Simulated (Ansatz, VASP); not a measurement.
One calculation of HfZrS3, two programs

```
Zr Hf S
1.0
     4.11676    0.00000    0.00000
     0.00000    4.11676    0.00000
     0.00000    0.00000    6.08380
Zr Hf S
1 1 3
Cartesian
  0.0000 0.0000 2.9028
  0.0000 0.0000 6.0337
  2.0584 0.0000 1.3780
  0.0000 2.0584 1.3780
  2.0584 2.0584 4.4128
```

Alike in both runs: functional PBE; k mesh 10 × 10 × 6; occupations gaussian, width 0.1 eV; no spin polarisation.

Ansatz relaxed the structure, and its values are those at the end. VASP's run is a single point on that final structure, the one shown.

|  | VASP | Ansatz |
| --- | --- | --- |
| version | VASP 6.6.1 | Ansatz 0.2.0 |
| potentials or method | VASP PAW PBE potentials, release 64 (Zr_sv, Hf_pv, S), cutoff 520 eV | scalar-relativistic, plane waves, PAW |
| valence electrons in the cell | 40 | 56 |

|  | VASP | Ansatz | Ansatz less VASP |
| --- | --- | --- | --- |
| gap on the k mesh at the Fermi level (eV) | none | none | - |
| pressure (GPa) | -0.4 | 0.0 | +0.38 |
| rms of the force components (eV/Å) | 0.037 | 0.001 | -0.0364 |

A gap of «none» marks a metal or a gap that the smearing closes. With one functional, cell and mesh, what is left measures potentials, basis and numerics. VASP's potentials hold 40 valence electrons a cell and Ansatz's 56, so a difference there can come from the potentials and not from the codes.

Spin-orbit coupling is off throughout.
